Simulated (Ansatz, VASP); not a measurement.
**One calculation of Fe, two programs**

```
Fe
1.0
     4.17445    0.00000    0.00000
    -2.08723    3.61518    0.00000
     0.00000    0.00000    2.37630
Fe
3
Direct
  0.00000 0.00000 0.00000
  0.33333 0.66667 0.50000
  0.66667 0.33333 0.50000
```

Alike in both runs: functional PBE; k mesh 9 × 9 × 12; occupations fermi-dirac, width 0.08 eV; collinear spin.

Ansatz relaxed the structure, and its values are those at the end. VASP's run is a single point on that final structure, the one shown.

```csv
,VASP,Ansatz
version,VASP 6.6.1,Ansatz 0.2.0
potentials or method,"VASP PAW PBE potentials, release 64 (Fe)","PAW with Ansatz's default frozen-core files, scalar-relativistic"
plane-wave cutoff (eV),520,420
valence electrons in the cell,24,48
```

Ansatz gave:

```
pressure (GPa)                                                : 0.0
net moment per atom (μB)                                      : 2.44
size of the moment on the site where the two differ most (μB) : 2.57
```

Question: Which values does VASP return?

Answer: Pressure (GPa): 0.0; net moment per atom (μB): 2.45; size of the moment on the site where the two differ most (μB): 2.55.

Site moments also hang on the region over which each program counts them. VASP's potentials hold 24 valence electrons a cell and Ansatz's 48, so a difference there can come from the potentials and not from the codes.
